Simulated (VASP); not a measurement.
# Se (P3_121) in VASP: a series of runs

The runs below take Se through single point, relaxation of cell and atoms, with PBE+D3(BJ).

Program: VASP 6.6.1. These are calculated values, not measurements. Logs are shortened: lines on timing, memory, paths and dates and some standing lists are left out, and cuts for length are marked.

## 1. The cell of the first run

Symmetry: P3_121, No. 152, trigonal system. Conventional cell: a = 4.067 Å, b = 4.067 Å, c = 5.130 Å, α = 90.00°, β = 90.00°, γ = 120.00°. Se (site symmetry 2) has 6 Se at 2.44 to 3.20 Å within 3.2 Å.

## 2. Single point, PBE+D3(BJ)

File INCAR:

```
PREC = Accurate ; ENCUT = 520
EDIFF = 1E-6 ; ISMEAR = 0
SIGMA = 0.02 ; LREAL = F
LASPH = T ; NELM = 60
ALGO = Normal ; ISIF = 2
LWAVE = F ; LCHARG = F
GGA = PE ; IVDW = 12
NBANDS = 16
```

File KPOINTS:

```
regular mesh
0
Gamma
  12 12 8
```

File POSCAR:

```
Se
1.0
    4.0666773545      0.0000000000      0.0000000000
   -2.0333386772      3.5218458980      0.0000000000
    0.0000000000      0.0000000000      5.1300756754
Se
3
Direct
    0.2473519409      0.0000000000      0.3333333333
    0.0000000000      0.2473519409      0.6666666667
    0.7526480591      0.7526480591      0.0000000000
```

Potentials or basis: VASP PAW PBE potentials, release 64 (Se).

Started as:

```bash
> cat potpaw_PBE.64/Se/POTCAR > POTCAR
> mpirun -np 1 vasp_std > vasp.out
```

OUTCAR:

```text
PREC = Accurate
   ENCUT = 520
   EDIFF = 1E-6
   ISMEAR = 0
   LREAL = F
   LASPH = T
   NELM = 60
   ISIF = 2
   GGA = PE
   IVDW = 12
 IVDW          = 12

 ion  position               nearest neighbor table
   1  0.247  0.000  0.333-   3 2.44   2 2.44
   2  0.000  0.247  0.667-   3 2.44   1 2.44
   3  0.753  0.753  0.000-   2 2.44   1 2.44

  LATTYP: Found a hexagonal cell.
 ALAT       =     4.0666773545
 C/A-ratio  =     1.2614907031

  Lattice vectors:

 A1 = (   4.0666773545,   0.0000000000,   0.0000000000)
 A2 = (  -2.0333386772,   3.5218458980,   0.0000000000)
 A3 = (   0.0000000000,   0.0000000000,   5.1300756754)

Analysis of symmetry for initial positions (statically):
=====================================================================
 Subroutine PRICEL returns:
 Original cell was already a primitive cell.

 Routine SETGRP: Setting up the symmetry group for a
 hexagonal supercell.

 Subroutine GETGRP returns: Found  6 space group operations
 (whereof  2 operations were pure point group operations)
 out of a pool of 24 trial point group operations.

The static configuration has the point symmetry C_2 .
 The point group associated with its full space group is D_3 .

Analysis of symmetry for dynamics (positions and initial velocities):
=====================================================================
 Subroutine PRICEL returns:
 Original cell was already a primitive cell.

 Routine SETGRP: Setting up the symmetry group for a
 hexagonal supercell.

 Subroutine GETGRP returns: Found  6 space group operations
 (whereof  2 operations were pure point group operations)
 out of a pool of 24 trial point group operations.

The dynamic configuration has the point symmetry C_2 .
 The point group associated with its full space group is D_3 .

 Subroutine INISYM returns: Found  6 space group operations
 (whereof  2 operations are pure point group operations),
 and found     1 'primitive' translations

----------------------------------------------------------------------------------------

                                     Primitive cell

  volume of cell :      73.4740

  direct lattice vectors                    reciprocal lattice vectors
     4.066677355  0.000000000  0.000000000     0.245900993  0.141971005  0.000000000
    -2.033338677  3.521845898  0.000000000     0.000000000  0.283942009  0.000000000
     0.000000000  0.000000000  5.130075675     0.000000000  0.000000000  0.194928898

  length of vectors
     4.066677355  4.066677354  5.130075675     0.283942009  0.283942009  0.194928898

  position of ions in fractional coordinates (direct lattice)
     0.247351941  0.000000000  0.333333333
     0.000000000  0.247351941  0.666666667
     0.752648059  0.752648059  0.000000000

  ion indices of the primitive-cell ions
   primitive index   ion index
                 1           1
                 2           2
                 3           3

----------------------------------------------------------------------------------------

 KPOINTS: regular mesh

Automatic generation of k-mesh.
 Grid dimensions read from file:
 generate k-points for:   12   12    8

 Generating k-lattice:

  Cartesian coordinates                     Fractional coordinates (reciprocal lattice)
     0.020491749  0.011830917  0.000000000     0.083333333  0.000000000  0.000000000
     0.000000000  0.023661834  0.000000000     0.000000000  0.083333333  0.000000000
     0.000000000  0.000000000  0.024366112     0.000000000  0.000000000  0.125000000

  Length of vectors
     0.023661834  0.023661834  0.024366112

  Shift w.r.t. Gamma in fractional coordinates (k-lattice)
     0.000000000  0.000000000  0.000000000

 Subroutine IBZKPT returns following result:
 ===========================================

 Found    131 irreducible k-points:

 Following reciprocal coordinates:
            Coordinates               Weight
  0.000000  0.000000  0.000000      1.000000
  0.083333  0.000000  0.000000      6.000000
  0.166667  0.000000  0.000000      6.000000
  0.250000  0.000000  0.000000      6.000000
  0.333333  0.000000  0.000000      6.000000
  0.416667  0.000000  0.000000      6.000000
[... 16 lines left out ...]
  0.166667  0.000000  0.125000      6.000000
  0.000000  0.166667  0.125000      6.000000
 [... further k-points ...]
   k-points           NKPTS =    131   k-points in BZ     NKDIM =    131   number of bands    NBANDS=     16
   number of dos      NEDOS =    301   number of ions     NIONS =      3
   total plane-waves  NPLWV =  36000
   dimension x,y,z NGX =    30 NGY =   30 NGZ =   40
   dimension x,y,z NGXF=    60 NGYF=   60 NGZF=   80
   ions per type =               3
   NGX,Y,Z   is equivalent  to a cutoff of  12.26, 12.26, 12.96 a.u.
   NGXF,Y,Z  is equivalent  to a cutoff of  24.53, 24.53, 25.92 a.u.
 SYSTEM =  unknown system
   PREC   = accura    normal or accurate (medium, high low for compatibility)
   ISTART =      0    job   : 0-new  1-cont  2-samecut
   ICHARG =      2    charge: 1-file 2-atom 10-const
   ISPIN  =      1    spin polarized calculation?
   LNONCOLLINEAR =      F non collinear calculations
   LSORBIT =      F    spin-orbit coupling
   LASPH  =      T    aspherical Exc in radial PAW
   ENCUT  =  520.0 eV  38.22 Ry    6.18 a.u.   7.56  7.56  9.54*2*pi/ulx,y,z
   NELM   =     60;   NELMIN=  2; NELMDL= -5     # of ELM steps
   EDIFF  = 0.1E-05   stopping-criterion for ELM
   LREAL  =      F    real-space projection
   EDIFFG = 0.1E-04   stopping-criterion for IOM
   NSW    =      0    number of steps for IOM
   IBRION =     -1    ionic relax: 0-MD 1-quasi-New 2-CG
   NFREE  =      0    steps in history (QN), initial steepest desc. (CG)
   ISIF   =      2    stress and relaxation
   ISYM   =      2    0-nonsym 1-usesym 2-fastsym
   POTIM  = 0.5000    time-step for ionic-motion
   TEBEG  =    0.0;   TEEND  =   0.0 temperature during run
   PSTRESS=    0.0 pullay stress
   NELECT =      18.0000    total number of electrons
   NUPDOWN=      -1.0000    fix difference up-down
   EMIN   =  10.00;   EMAX   =-10.00  energy-range for DOS
   EFERMI =   0.00;   METHOD = LEGACY
   ISMEAR =     0;   SIGMA  =   0.02  broadening in eV -4-tet -1-fermi 0-gaus
   EFERMI_NEDOS =   21; number of points for ismear=-14 and -15
   IALGO  =     38    algorithm
   IMIX   =      4    mixing-type and parameters
     AMIX     =   0.40;   BMIX     =  1.00
     AMIX_MAG =   1.60;   BMIX_MAG =  1.00
  volume/ion in A,a.u.               =      24.49       165.28
  Fermi-wavevector in a.u.,A,eV,Ry     =   1.024364  1.935768 14.276892  1.049322
  Thomas-Fermi vector in A             =   2.158147
   LORBIT       =      0    0 simple, 1 ext, 2 COOP (PROOUT), +10 PAW based schemes
   GGA     = PE    functional components
   LHFCALC =     F    Hartree Fock is set to
   AEXX    =    0.0000 exact exchange contribution
   IVDW    =    12    specifies the selected vdW correction
   LEPSILON=     F    determine dielectric tensor
   LRPA    =     F    only Hartree local field effects (RPA)
 non-spin polarized calculation
 Gauss-broadening in eV      SIGMA  =   0.02
  energy-cutoff  :      520.00
  volume of cell :       73.47
 maximum number of plane-waves:      2000
   NGX = 15   NGY = 15   NGZ = 19

 number of electron      17.9999998 magnetization

 Free energy of the ion-electron system (eV)
  ---------------------------------------------------
  ext. energy  EPLUGINS =         0.00000000
  ---------------------------------------------------
  free energy    TOTEN  =       -10.42337708 eV

  energy without entropy =      -10.42337708  energy(sigma->0) =      -10.42337708

 E-fermi :   3.8248     XC(G=0):  -9.4336

 val. band max:        3.6931607559   @ k =   0.4167   0.1667   0.5000
 cond. band min:       4.1976354313   @ k =   0.3333   0.3333   0.5000
 fundamental gap:      0.5044746754
 Fermi energy:         3.8248102792

 k-point     1 :       0.0000    0.0000    0.0000
  band No.  band energies     occupation
      1     -12.2717      2.00000
      2      -8.2306      2.00000
      3      -8.2306      2.00000
      4       0.0486      2.00000
      5       0.2447      2.00000
      6       0.2447      2.00000
[... 8 lines left out ...]
     15      10.6003      0.00000
     16      12.1096      0.00000

 k-point     2 :       0.0833    0.0000    0.0000
  band No.  band energies     occupation
      1     -12.2258      2.00000
      2      -8.2517      2.00000
      3      -8.2198      2.00000
      4      -0.3569      2.00000
      5       0.0312      2.00000
      6       0.2848      2.00000
[... 8 lines left out ...]
     15      10.9264      0.00000
     16      11.9343      0.00000

 k-point     3 :       0.1667    0.0000    0.0000
  band No.  band energies     occupation
      1     -12.0931      2.00000
      2      -8.3237      2.00000
      3      -8.1896      2.00000
      4      -0.9670      2.00000
      5      -0.3432      2.00000
      6       0.1506      2.00000
[... 8 lines left out ...]
     15      11.4988      0.00000
     16      12.0624      0.00000

 k-point     4 :       0.2500    0.0000    0.0000
  band No.  band energies     occupation
      1     -11.8903      2.00000
      2      -8.4611      2.00000
      3      -8.1464      2.00000
      4      -1.4457      2.00000
      5      -0.7053      2.00000
      6      -0.0511      2.00000
[... 8 lines left out ...]
     15      11.9939      0.00000
     16      12.6536      0.00000

 k-point     5 :       0.3333    0.0000    0.0000
  band No.  band energies     occupation
      1     -11.6525      2.00000
      2      -8.6557      2.00000
      3      -8.1010      2.00000
      4      -1.7061      2.00000
      5      -0.9962      2.00000
      6      -0.2008      2.00000
[... 8 lines left out ...]
     15      12.6868      0.00000
     16      13.4661      0.00000

 k-point     6 :       0.4167    0.0000    0.0000
  band No.  band energies     occupation
      1     -11.4441      2.00000
      2      -8.8471      2.00000
      3      -8.0664      2.00000
      4      -1.7814      2.00000
      5      -1.1850      2.00000
      6      -0.2118      2.00000
[... 8 lines left out ...]
     15      13.6236      0.00000
     16      14.2788      0.00000

 k-point     7 :       0.5000    0.0000    0.0000
  band No.  band energies     occupation
      1     -11.3571      2.00000
      2      -8.9311      2.00000
      3      -8.0534      2.00000
      4      -1.7828      2.00000
      5      -1.2513      2.00000
      6      -0.0875      2.00000
[... 8 lines left out ...]
     15      14.2106      0.00000
     16      14.5801      0.00000

 k-point     8 :       0.0833    0.0833    0.0000
  band No.  band energies     occupation
      1     -12.1365      2.00000
      2      -8.2940      2.00000
      3      -8.2039      2.00000
      4      -0.7729      2.00000
      5      -0.3588      2.00000
      6       0.3146      2.00000
[... 8 lines left out ...]
     15      11.4048      0.00000
     16      11.8046      0.00000

 k-point     9 :       0.1667    0.0833    0.0000
  band No.  band energies     occupation
      1     -11.9682      2.00000
      2      -8.3891      2.00000
      3      -8.1787      2.00000
      4      -1.2459      2.00000
      5      -0.7570      2.00000
      6       0.2110      2.00000
[... 8 lines left out ...]
     15      11.9522      0.00000
     16      12.1127      0.00000
[... 172 lines left out ...]
 k-point    19 :       0.3333    0.3333    0.0000
  band No.  band energies     occupation
      1     -11.2151      2.00000
      2      -8.5758      2.00000
      3      -8.5758      2.00000
      4      -1.4917      2.00000
      5      -1.4917      2.00000
      6       0.4760      2.00000
[... 8 lines left out ...]
     15      11.3218      0.00000
     16      14.1732      0.00000

 k-point    20 :       0.0000    0.0000    0.1250
  band No.  band energies     occupation
      1     -12.2011      2.00000
      2      -9.0730      2.00000
      3      -7.3838      2.00000
      4      -0.1011      2.00000
      5       0.0947      2.00000
      6       0.5141      2.00000
[... 8 lines left out ...]
     15      10.9328      0.00000
     16      11.4153      0.00000

 k-point    21 :       0.0833    0.0000    0.1250
  band No.  band energies     occupation
      1     -12.1557      2.00000
      2      -9.0594      2.00000
      3      -7.4159      2.00000
      4      -0.4190      2.00000
      5       0.0249      2.00000
      6       0.3972      2.00000
[... 8 lines left out ...]
     15      11.1572      0.00000
     16      11.3533      0.00000

 k-point    22 :       0.0000    0.0833    0.1250
  band No.  band energies     occupation
      1     -12.1555      2.00000
      2      -9.0627      2.00000
      3      -7.4097      2.00000
      4      -0.3098      2.00000
      5      -0.2115      2.00000
      6       0.4489      2.00000
[... 8 lines left out ...]
     15      11.0882      0.00000
     16      11.6226      0.00000

 k-point    23 :       0.1667    0.0000    0.1250
  band No.  band energies     occupation
      1     -12.0250      2.00000
      2      -9.0204      2.00000
      3      -7.5222      2.00000
      4      -0.9256      2.00000
      5      -0.2272      2.00000
      6       0.2091      2.00000
[... 8 lines left out ...]
     15      11.3893      0.00000
     16      11.6146      0.00000

 k-point    24 :       0.0000    0.1667    0.1250
  band No.  band energies     occupation
      1     -12.0235      2.00000
      2      -9.0455      2.00000
      3      -7.4781      2.00000
      4      -0.9027      2.00000
      5      -0.6249      2.00000
      6       0.2668      2.00000
[... 8 lines left out ...]
     15      11.4940      0.00000
     16      12.2408      0.00000

 [... further k-points ...]

------------------------ aborting loop because EDIFF is reached ----------------------------------------

 Edisp (eV)   -1.06883

 E8    (eV) :    -0.4416

  FORCE on cell =-STRESS in cart. coord.  units (eV):
  Direction    XX          YY          ZZ          XY          YZ          ZX
  --------------------------------------------------------------------------------------
  -------------------------------------------------------------------------------------
  Total       0.03302     0.03302     0.06172     0.00000     0.00000     0.00000
  in kB       0.72009     0.72009     1.34576     0.00000     0.00000     0.00000
  external pressure =        0.93 kB  Pullay stress =        0.00 kB

 VOLUME and BASIS-vectors are now :
 -----------------------------------------------------------------------------
  energy-cutoff  :      520.00
  volume of cell :       73.47
      direct lattice vectors                 reciprocal lattice vectors
     4.066677355  0.000000000  0.000000000     0.245900993  0.141971005  0.000000000
    -2.033338677  3.521845898  0.000000000     0.000000000  0.283942009  0.000000000
     0.000000000  0.000000000  5.130075675     0.000000000  0.000000000  0.194928898

 POSITION                                       TOTAL-FORCE (eV/Angst)
 -----------------------------------------------------------------------------------
      1.00590      0.00000      1.71003         0.019542     -0.000000      0.000000
     -0.50295      0.87114      3.42005        -0.009771      0.016924     -0.000000
      1.53039      2.65071      0.00000        -0.009771     -0.016924     -0.000000
 -----------------------------------------------------------------------------------
    total drift:                               -0.000001     -0.000001      0.000000

  FREE ENERGIE OF THE ION-ELECTRON SYSTEM (eV)
  ---------------------------------------------------
  free  energy   TOTEN  =       -11.4922041351 eV

  energy  without entropy=      -11.4922041351  energy(sigma->0) =      -11.49220414
```

It took 2.5 min on 1 thread of Oxide Virtual Turin-like, shared host; peak memory 0.23 GiB.

What came out:

```
Free energy                : -11.4922 eV
Pressure                   : 0.1 GPa
Largest force              : 0.020 eV/Å
Band gap on the k mesh     : 0.50 eV, indirect (least direct gap 0.52 eV)
Dispersion energy per atom : -0.356 eV
```

Forces on the atoms (eV/Å):
```
Se   0.020  0.000  0.000
Se  -0.010  0.017  0.000
Se  -0.010 -0.017  0.000
```

## 3. Relaxation of cell and atoms, PBE+D3(BJ)

File INCAR:

```
SYSTEM = Se
PREC = Accurate ; ENCUT = 600
EDIFF = 1E-6 ; ISMEAR = 0
SIGMA = 0.02 ; LREAL = .False.
LASPH = .True. ; NELM = 100
ALGO = Normal ; ISIF = 3
LWAVE = .False. ; LCHARG = .False.
GGA = PE ; IVDW = 12
IBRION = 2 ; NSW = 100
EDIFFG = -0.005
```

File KPOINTS:

```
regular mesh
0
Gamma
  12 12 8
  0 0 0
```

POSCAR is that of step 2.

Potentials or basis: VASP PAW PBE potentials, release 64 (Se).

Started as:

```bash
> cat potpaw_PBE.64/Se/POTCAR > POTCAR
> mpirun -np 1 vasp_std > vasp.out
```

Wall time 5.5 min (1 thread of Oxide Virtual Turin-like, shared host); peak memory 0.26 GiB.

The run converged. Its results:

* Free energy: -11.4924 eV
* Relaxed volume: 24.52 Å³/atom
* Relaxed cell: a = 4.068 Å, b = 4.068 Å, c = 5.133 Å, α = 90.00°, β = 90.00°, γ = 120.00°
* Space group after relaxing (to 0.05 Å): P3_121 (No. 152)
* Energy gained by relaxing: 0.0 meV/atom
* Ionic steps: 4
* Pressure after relaxing: 0.0 GPa
* Largest force after relaxing: 0.005 eV/Å
* Band gap on the k mesh: 0.50 eV, indirect (least direct gap 0.52 eV)
* Dispersion energy per atom: -0.356 eV

Forces in eV/Å, atoms in the order of the input:
```
Se   0.005  0.000  0.000
Se  -0.002  0.004  0.000
Se  -0.002 -0.004  0.000
```

Final structure:
```
Se
1.0
     4.06785    0.00000    0.00000
    -2.03393    3.52287    0.00000
     0.00000    0.00000    5.13290
Se
3
Direct
  0.24748 0.00000 0.33333
  0.00000 0.24748 0.66667
  0.75252 0.75252 0.00000
```

Levels at points of the mesh, in eV from the valence-band top:
| k point | band 7 | band 8 | band 9 | band 10 | band 11 | band 12 |
| --- | --- | --- | --- | --- | --- | --- |
| (0.00, 0.00, 0.00) | -1.87 | -1.87 | -0.53 | 1.46 | 1.46 | 2.05 |
| (0.50, 0.00, 0.00) | -3.53 | -1.47 | -0.98 | 1.47 | 1.72 | 4.24 |
| (0.00, 0.00, 0.50) | -1.38 | -1.35 | -1.35 | 0.93 | 0.96 | 0.96 |
| (0.50, 0.00, 0.50) | -2.40 | -1.92 | -0.08 | 1.31 | 2.50 | 2.95 |
